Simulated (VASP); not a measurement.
# SnSe (Pmmn) in VASP: single point with LDA

Aim: the single point of SnSe with LDA.

Program: VASP 6.6.1. These are calculated values, not measurements. Logs are shortened: lines on timing, memory, paths and dates and some standing lists are left out, and cuts for length are marked.

## (1) The cell of the first run

The typed cell holds 8 atoms: a = 5.732 Å, b = 11.761 Å, c = 2.974 Å, α = 90.00°, β = 90.00°, γ = 90.00°.

## (2) Single point, LDA

INCAR

```
  PREC = Accurate
  ENCUT = 520
  EDIFF = 1E-6
  ISMEAR = 0
  SIGMA = 0.15
  LREAL = False
  LASPH = True
  NELM = 100
  ALGO = Fast
  ISIF = 2
  LWAVE = False
  LCHARG = False
  NBANDS = 50
```

KPOINTS

```
Automatic mesh
0
Gamma
  8 4 14
```

POSCAR

```
SnSe
1.0
    5.7315734731      0.0000000000      0.0000000000
    0.0000000000     11.7607500850      0.0000000000
    0.0000000000      0.0000000000      2.9735837782
Sn Se
4 4
Direct
    0.5000000000      0.3685341540      0.9997168493
    0.5000000000      0.6314658460      0.9997168493
    0.0000000000      0.8685341540      0.0002831507
    0.0000000000      0.1314658460      0.0002831507
    0.5000000000      0.1403369785      0.9997645052
    0.5000000000      0.8596630215      0.9997645052
    0.0000000000      0.6403369785      0.0002354948
    0.0000000000      0.3596630215      0.0002354948
```

Potentials or basis: VASP PAW LDA potentials, release 64 (Sn_d, Se).

On the command line:

```
$ cat potpaw_LDA.64/Sn_d/POTCAR potpaw_LDA.64/Se/POTCAR > POTCAR
$ mpirun -np 1 vasp_std > vasp.out
```

OUTCAR:

```text
PREC = Accurate
   ENCUT = 520
   EDIFF = 1E-6
   ISMEAR = 0
   LREAL = False
   LASPH = True
   NELM = 100
   ISIF = 2

 ion  position               nearest neighbor table
   1  0.500  0.369  1.000-   5 2.68   8 2.87   8 2.87   2 3.09
   2  0.500  0.631  1.000-   6 2.68   7 2.87   7 2.87   1 3.09
   3  0.000  0.869  0.000-   7 2.68   6 2.87   6 2.87   4 3.09
   4  0.000  0.131  0.000-   8 2.68   5 2.87   5 2.87   3 3.09
   5  0.500  0.140  1.000-   1 2.68   4 2.87   4 2.87
   6  0.500  0.860  1.000-   2 2.68   3 2.87   3 2.87
   7  0.000  0.640  0.000-   3 2.68   2 2.87   2 2.87
   8  0.000  0.360  0.000-   4 2.68   1 2.87   1 2.87

  LATTYP: Found a simple orthorhombic cell.
 ALAT       =     2.9735837782
 B/A-ratio  =     1.9274968861
 C/A-ratio  =     3.9550760840

  Lattice vectors:

 A1 = (   0.0000000000,   0.0000000000,   2.9735837782)
 A2 = (   5.7315734731,   0.0000000000,   0.0000000000)
 A3 = (   0.0000000000,  11.7607500850,   0.0000000000)

Analysis of symmetry for initial positions (statically):
=====================================================================
 Subroutine PRICEL returns:
 Original cell was already a primitive cell.

 Routine SETGRP: Setting up the symmetry group for a
 simple orthorhombic supercell.

 Subroutine GETGRP returns: Found  8 space group operations
 (whereof  4 operations were pure point group operations)
 out of a pool of  8 trial point group operations.

The static configuration has the point symmetry C_2v.
 The point group associated with its full space group is D_2h.

Analysis of symmetry for dynamics (positions and initial velocities):
=====================================================================
 Subroutine PRICEL returns:
 Original cell was already a primitive cell.

 Routine SETGRP: Setting up the symmetry group for a
 simple orthorhombic supercell.

 Subroutine GETGRP returns: Found  8 space group operations
 (whereof  4 operations were pure point group operations)
 out of a pool of  8 trial point group operations.

The dynamic configuration has the point symmetry C_2v.
 The point group associated with its full space group is D_2h.

 Subroutine INISYM returns: Found  8 space group operations
 (whereof  4 operations are pure point group operations),
 and found     1 'primitive' translations

----------------------------------------------------------------------------------------

                                     Primitive cell

  volume of cell :     200.4422

  direct lattice vectors                    reciprocal lattice vectors
     5.731573473  0.000000000  0.000000000     0.174472159  0.000000000  0.000000000
     0.000000000 11.760750085  0.000000000     0.000000000  0.085028590  0.000000000
     0.000000000  0.000000000  2.973583778     0.000000000  0.000000000  0.336294544

  length of vectors
     5.731573473 11.760750085  2.973583778     0.174472159  0.085028590  0.336294544

  position of ions in fractional coordinates (direct lattice)
     0.500000000  0.368534154  0.999716849
     0.500000000  0.631465846  0.999716849
     0.000000000  0.868534154  0.000283151
     0.000000000  0.131465846  0.000283151
     0.500000000  0.140336979  0.999764505
     0.500000000  0.859663021  0.999764505
     0.000000000  0.640336979  0.000235495
     0.000000000  0.359663021  0.000235495

  ion indices of the primitive-cell ions
   primitive index   ion index
                 1           1
                 2           2
                 3           3
                 4           4
                 5           5
                 6           6
                 7           7
                 8           8

----------------------------------------------------------------------------------------

 KPOINTS: Automatic mesh

Automatic generation of k-mesh.
 Grid dimensions read from file:
 generate k-points for:    8    4   14

 Generating k-lattice:

  Cartesian coordinates                     Fractional coordinates (reciprocal lattice)
     0.021809020  0.000000000  0.000000000     0.125000000  0.000000000  0.000000000
     0.000000000  0.021257148  0.000000000     0.000000000  0.250000000  0.000000000
     0.000000000  0.000000000  0.024021039     0.000000000  0.000000000  0.071428571

  Length of vectors
     0.021809020  0.021257148  0.024021039

  Shift w.r.t. Gamma in fractional coordinates (k-lattice)
     0.000000000  0.000000000  0.000000000

 Subroutine IBZKPT returns following result:
 ===========================================

 Found    120 irreducible k-points:

 Following reciprocal coordinates:
            Coordinates               Weight
  0.000000  0.000000  0.000000      1.000000
  0.125000  0.000000  0.000000      2.000000
  0.250000  0.000000  0.000000      2.000000
  0.375000  0.000000  0.000000      2.000000
  0.500000  0.000000  0.000000      1.000000
  0.000000  0.250000  0.000000      2.000000
[... 16 lines left out ...]
  0.250000  0.250000  0.071429      8.000000
  0.375000  0.250000  0.071429      8.000000
 [... further k-points ...]
   k-points           NKPTS =    120   k-points in BZ     NKDIM =    120   number of bands    NBANDS=     50
   number of dos      NEDOS =    301   number of ions     NIONS =      8
   total plane-waves  NPLWV = 103680
   dimension x,y,z NGX =    48 NGY =   90 NGZ =   24
   dimension x,y,z NGXF=    96 NGYF=  180 NGZF=   48
   ions per type =               4   4
   NGX,Y,Z   is equivalent  to a cutoff of  13.92, 12.72, 13.42 a.u.
   NGXF,Y,Z  is equivalent  to a cutoff of  27.85, 25.44, 26.84 a.u.
 SYSTEM =  unknown system
   PREC   = accura    normal or accurate (medium, high low for compatibility)
   ISTART =      0    job   : 0-new  1-cont  2-samecut
   ICHARG =      2    charge: 1-file 2-atom 10-const
   ISPIN  =      1    spin polarized calculation?
   LNONCOLLINEAR =      F non collinear calculations
   LSORBIT =      F    spin-orbit coupling
   LASPH  =      T    aspherical Exc in radial PAW
   ENCUT  =  520.0 eV  38.22 Ry    6.18 a.u.  10.66 21.87  5.53*2*pi/ulx,y,z
   NELM   =    100;   NELMIN=  2; NELMDL= -5     # of ELM steps
   EDIFF  = 0.1E-05   stopping-criterion for ELM
   LREAL  =      F    real-space projection
   EDIFFG = 0.1E-04   stopping-criterion for IOM
   NSW    =      0    number of steps for IOM
   IBRION =     -1    ionic relax: 0-MD 1-quasi-New 2-CG
   NFREE  =      0    steps in history (QN), initial steepest desc. (CG)
   ISIF   =      2    stress and relaxation
   ISYM   =      2    0-nonsym 1-usesym 2-fastsym
   POTIM  = 0.5000    time-step for ionic-motion
   TEBEG  =    0.0;   TEEND  =   0.0 temperature during run
   PSTRESS=    0.0 pullay stress
   NELECT =      80.0000    total number of electrons
   NUPDOWN=      -1.0000    fix difference up-down
   EMIN   =  10.00;   EMAX   =-10.00  energy-range for DOS
   EFERMI =   0.00;   METHOD = LEGACY
   ISMEAR =     0;   SIGMA  =   0.15  broadening in eV -4-tet -1-fermi 0-gaus
   EFERMI_NEDOS =   21; number of points for ismear=-14 and -15
   IALGO  =     68    algorithm
   IMIX   =      4    mixing-type and parameters
     AMIX     =   0.40;   BMIX     =  1.00
     AMIX_MAG =   1.60;   BMIX_MAG =  1.00
  volume/ion in A,a.u.               =      25.06       169.08
  Fermi-wavevector in a.u.,A,eV,Ry     =   1.205337  2.277757 19.767050  1.452837
  Thomas-Fermi vector in A             =   2.341036
   LORBIT       =      0    0 simple, 1 ext, 2 COOP (PROOUT), +10 PAW based schemes
   GGA     = CA    functional components
   LHFCALC =     F    Hartree Fock is set to
   AEXX    =    0.0000 exact exchange contribution
   IVDW    =     0    specifies the selected vdW correction
   LEPSILON=     F    determine dielectric tensor
   LRPA    =     F    only Hartree local field effects (RPA)
 non-spin polarized calculation
 RMM-DIIS sequential band-by-band and
 Gauss-broadening in eV      SIGMA  =   0.15
  energy-cutoff  :      520.00
  volume of cell :      200.44
 maximum number of plane-waves:      5435
 NGX is ok and might be reduce to    48
   NGX = 21   NGY = 43   NGZ = 11

 number of electron      80.0000016 magnetization

 Free energy of the ion-electron system (eV)
  ---------------------------------------------------
  ext. energy  EPLUGINS =         0.00000000
  ---------------------------------------------------
  free energy    TOTEN  =       -36.09350955 eV

  energy without entropy =      -36.06276072  energy(sigma->0) =      -36.07813514

 E-fermi :   6.3015     XC(G=0): -10.2531

 val. band max:        6.2961008801   @ k =   0.0000   0.2500   0.0000
 cond. band min:       6.3087249616   @ k =   0.5000   0.0000   0.1429
 fundamental gap:      0.0126240815
 Fermi energy:         6.3014810196

 k-point     1 :       0.0000    0.0000    0.0000
  band No.  band energies     occupation
      1     -15.4748      2.00000
      2     -15.4612      2.00000
      3     -15.4432      2.00000
      4     -15.4314      2.00000
      5     -15.3857      2.00000
      6     -15.3485      2.00000
[... 42 lines left out ...]
     49      12.0462      0.00000
     50      12.9584      0.00000

 k-point     2 :       0.1250    0.0000    0.0000
  band No.  band energies     occupation
      1     -15.4742      2.00000
      2     -15.4617      2.00000
      3     -15.4424      2.00000
      4     -15.4315      2.00000
      5     -15.3835      2.00000
      6     -15.3492      2.00000
[... 42 lines left out ...]
     49      12.0039      0.00000
     50      12.9522      0.00000

 k-point     3 :       0.2500    0.0000    0.0000
  band No.  band energies     occupation
      1     -15.4725      2.00000
      2     -15.4630      2.00000
      3     -15.4404      2.00000
      4     -15.4320      2.00000
      5     -15.3776      2.00000
      6     -15.3513      2.00000
[... 1102 lines left out ...]
     49      11.2694      0.00000
     50      12.4335      0.00000

 k-point    24 :       0.3750    0.2500    0.0714
  band No.  band energies     occupation
      1     -15.4496      2.00000
      2     -15.4461      2.00000
      3     -15.4168      2.00000
      4     -15.4136      2.00000
      5     -15.3657      2.00000
      6     -15.3560      2.00000
[... 42 lines left out ...]
     49      11.6222      0.00000
     50      12.6314      0.00000

 [... further k-points ...]
[... 5 lines left out ...]
  --------------------------------------------------------------------------------------
  -------------------------------------------------------------------------------------
  Total        0.9450608      1.1626938     -1.2059198      0.0000000      0.0000000      0.0000000
  in kB        7.5540743      9.2936622     -9.6391764      0.0000000      0.0000000      0.0000000
  external PRESSURE =       2.4028533 kB  Pullay stress =       0.0000000 kB

 VOLUME and BASIS-vectors are now :
 -----------------------------------------------------------------------------
  energy-cutoff  :      520.00
  volume of cell :      200.44
      direct lattice vectors                 reciprocal lattice vectors
     5.731573473  0.000000000  0.000000000     0.174472159  0.000000000  0.000000000
     0.000000000 11.760750085  0.000000000     0.000000000  0.085028590  0.000000000
     0.000000000  0.000000000  2.973583778     0.000000000  0.000000000  0.336294544

 POSITION                                       TOTAL-FORCE (eV/Angst)
 -----------------------------------------------------------------------------------
      2.86579      4.33424      2.97274        -0.000000      0.044556      0.000238
      2.86579      7.42651      2.97274         0.000000     -0.044556      0.000238
      0.00000     10.21461      0.00084        -0.000000      0.044556     -0.000238
      0.00000      1.54614      0.00084        -0.000000     -0.044556     -0.000238
      2.86579      1.65047      2.97288        -0.000000     -0.105222      0.000291
      2.86579     10.11028      2.97288        -0.000000      0.105222      0.000291
      0.00000      7.53084      0.00070        -0.000000     -0.105222     -0.000291
      0.00000      4.22991      0.00070        -0.000000      0.105222     -0.000291
 -----------------------------------------------------------------------------------
    total drift:                                0.000000     -0.000000      0.000000

  FREE ENERGIE OF THE ION-ELECTRON SYSTEM (eV)
  ---------------------------------------------------
  free  energy   TOTEN  =       -36.0935095492 eV

  energy  without entropy=      -36.0627607211  energy(sigma->0) =      -36.07813514
```

Wall time 23 min (1 thread of Oxide Virtual Turin-like, shared host); peak memory 0.85 GiB.

What came out:

```
Free energy            : -36.0935 eV
Pressure               : 0.2 GPa
Largest force          : 0.105 eV/Å
Band gap on the k mesh : zero (bands 40 and 41 overlap by 3.76 eV)
```

Forces on the atoms (eV/Å):
```
Sn   0.000  0.045  0.000
Sn   0.000 -0.045  0.000
Sn   0.000  0.045  0.000
Sn   0.000 -0.045  0.000
Se   0.000 -0.105  0.000
Se   0.000  0.105  0.000
Se   0.000 -0.105  0.000
Se   0.000  0.105  0.000
```

Caveat: spin-orbit coupling is left out, which moves the levels of the heavy elements.
